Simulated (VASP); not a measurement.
Au: single point with r2SCAN

System: Au, a slab with vacuum.

```xyz
4
Lattice="2.9162 0.0000 0.0000 0.0000 2.9162 0.0000 0.0000 0.0000 23.1862" Properties=species:S:1:pos:R:3 pbc="T T T"
Au    1.4581    1.4581    8.5000
Au    0.0000    0.0000   10.5621
Au    1.4581    1.4581   12.6110
Au    0.0000    0.0000   14.6314
```

```yaml
Program: VASP 6.6.1
Task: single point
Functional: r2SCAN
Potentials_or_basis: VASP PAW PBE potentials, release 64 (Au)
Cutoff: 520 eV
k_mesh: 10 × 10 × 1
Occupations: gaussian, width 0.1 eV
Spin: no spin polarisation
```

```
Largest force          : 0.157 eV/Å
Band gap on the k mesh : zero (bands 22 and 23 overlap by 4.33 eV)
```

Forces in eV/Å, atoms in the order of the input:
```
Au   0.000  0.000  0.144
Au   0.000  0.000 -0.157
Au   0.000  0.000 -0.002
Au   0.000  0.000  0.015
```

Levels at points of the mesh, in eV from the Fermi level:
| k point | band 20 | band 21 | band 22 | band 23 | band 24 | band 25 |
| --- | --- | --- | --- | --- | --- | --- |
| (0.00, 0.00, 0.00) | -2.24 | -2.12 | -1.98 | -1.98 | -0.40 | 1.55 |
| (0.50, 0.00, 0.00) | -2.21 | -0.27 | -0.25 | 0.15 | 0.19 | 2.45 |
| (0.50, 0.50, 0.00) | -1.38 | 2.35 | 2.35 | 4.75 | 4.75 | 5.14 |

Wall time 16 min on 1 thread of Intel(R) Xeon(R) Platinum 8259CL CPU @ 2.50GHz (Skylake/Cascade Lake) (shared host), peak memory 0.39 GiB.

Caveat: the PAW data sets were made with another functional, which shifts forces and pressure a little; spin-orbit coupling is left out, which moves the levels of the heavy elements.
